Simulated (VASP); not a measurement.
Write the native input for VASP 6.6.1 that does the following.

| Quantity | Value |
| --- | --- |
| Task | relaxation of cell and atoms |
| Functional | B3LYP |
| Potentials or basis | VASP PAW PBE potentials, release 64 (Au) |
| Cutoff | 600 eV |
| k mesh | 6 × 6 × 6 |
| Occupations | fermi-dirac, width 0.05 eV |
| Spin | no spin polarisation |
| Dipole correction | no |
| Grid for exact exchange (PRECFOCK) | Normal |
| Further INCAR settings | ALGO = Normal; EDIFF = 1e-07; IBRION = 2; EDIFFG = -0.01; NSW = 60; ISIF = 3 |
| Share of exact exchange | 0.2 |

Au:

```
CELL_PARAMETERS angstrom
-1.65727 1.65727 1.65727
1.65727 -1.65727 1.65727
1.65727 1.65727 -1.65727
ATOMIC_POSITIONS crystal
Au 0.00000 0.00000 0.00000
```

This isn't the form of Au at room conditions, which is fcc.

One way to write it, as run:

POSCAR

```
Au
1.0
   -1.6572690000      1.6572690000      1.6572690000
    1.6572690000     -1.6572690000      1.6572690000
    1.6572690000      1.6572690000     -1.6572690000
Au
1
Direct
    0.0000000000      0.0000000000      0.0000000000
```

INCAR.step1

```
SYSTEM = Au
  PREC = Accurate
  ENCUT = 600
  EDIFF = 1E-5
  ISMEAR = -1
  SIGMA = 0.05
  LREAL = .FALSE.
  LASPH = .TRUE.
  NELM = 80
  ALGO = Normal
  LWAVE = .TRUE.
  LCHARG = .FALSE.
  GGA = PE
  NBANDS = 12
```

INCAR.step2

```
SYSTEM = Au
  PREC = Accurate
  ENCUT = 600
  EDIFF = 1E-7
  ISMEAR = -1
  SIGMA = 0.05
  LREAL = .FALSE.
  LASPH = .TRUE.
  NELM = 80
  ALGO = Normal
  ISIF = 3
  LWAVE = .FALSE.
  LCHARG = .FALSE.
  GGA = B3
  LHFCALC = .TRUE.
  AEXX = 0.2
  AGGAX = 0.72
  AGGAC = 0.81
  ALDAC = 0.19
  PRECFOCK = Normal
  IBRION = 2
  NSW = 60
  EDIFFG = -0.01
  ISTART = 1
```

KPOINTS

```
regular mesh
0
G
  6 6 6
  0 0 0
```

Potentials or basis: VASP PAW PBE potentials, release 64 (Au).

Launch:

```bash
$ cat potpaw_PBE.64/Au/POTCAR > POTCAR
$ cp INCAR.step1 INCAR
$ mpirun -np 1 vasp_std > vasp.out
$ cp INCAR.step2 INCAR
$ mpirun -np 1 vasp_std > vasp.out
```

It gave:

- Relaxed volume: 18.96 Å³/atom
- Relaxed cell: a = 2.909 Å, b = 2.909 Å, c = 2.909 Å, α = 109.47°, β = 109.47°, γ = 109.47°
- Space group after relaxing (to 0.1 Å): Im-3m (No. 229)
- Energy gained by relaxing: 11.5 meV/atom
- Ionic steps: 4
- Pressure after relaxing: -0.1 GPa
- Band gap on the k mesh: zero (an odd number of electrons rules out a gap without spin polarisation)

Caveat: the k points lie up to 0.44 Å⁻¹ apart in the final cell, too coarse for converged energies and pressures of a metal; the PAW data sets were made with another functional, which shifts forces and pressure a little; spin-orbit coupling is left out, which moves the levels of the heavy elements.

Wall time 23 min on 1 thread of AMD EPYC 9R45 96-Core Processor (Zen 5) (shared host), peak memory 0.14 GiB.
